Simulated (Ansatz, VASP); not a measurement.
# One calculation of NbSiO4, two programs

```xyz
6
Lattice="3.2671 0.0000 0.0000 0.0000 3.2671 0.0000 0.0000 0.0000 5.7421" Properties=species:S:1:pos:R:3 pbc="T T T"
Nb    1.6335    1.6335    2.8710
Si    0.0000    0.0000    0.0000
O     1.6335    0.0000    0.0000
O     0.0000    1.6335    0.0000
O     0.0000    0.0000    1.5716
O     0.0000    0.0000    4.1705
```

Change from the starting cell: species swapped into the AlTlF4 type (P4/mmm, No. 123).

Alike in both runs: task relaxation of cell and atoms; functional PBE; k mesh 6 × 6 × 4; occupations gaussian, width 0.1 eV; collinear spin.

|  | VASP | Ansatz |
| --- | --- | --- |
| version | VASP 6.6.1 | Ansatz 0.2.0 |
| potentials or method | VASP PAW PBE potentials, release 64 (Nb_sv, Si, O), cutoff 600 eV | scalar-relativistic, plane waves, PAW |
| valence electrons in the cell | 41 | 41 |

|  | VASP | Ansatz | Ansatz less VASP |
| --- | --- | --- | --- |
| gap on the k mesh at the Fermi level, each at its own relaxed structure (eV) | none | none | - |
| net moment per atom (μB) | 0.15 | 0.15 | -0.001 |
| size of the moment on the site where the two differ most (μB) | 0.73 | 0.63 | -0.106 |
| relaxed volume (Å³/atom) | 10.59 | 10.58 | -0.003 |
| relaxed length of the cell vector where the two differ most in proportion (Å) | 6.310 | 6.319 | +0.0089 |

Site moments also hang on the region over which each program counts them. A gap of «none» marks a metal or a gap that the smearing closes. Ansatz's warnings: no starting moments.
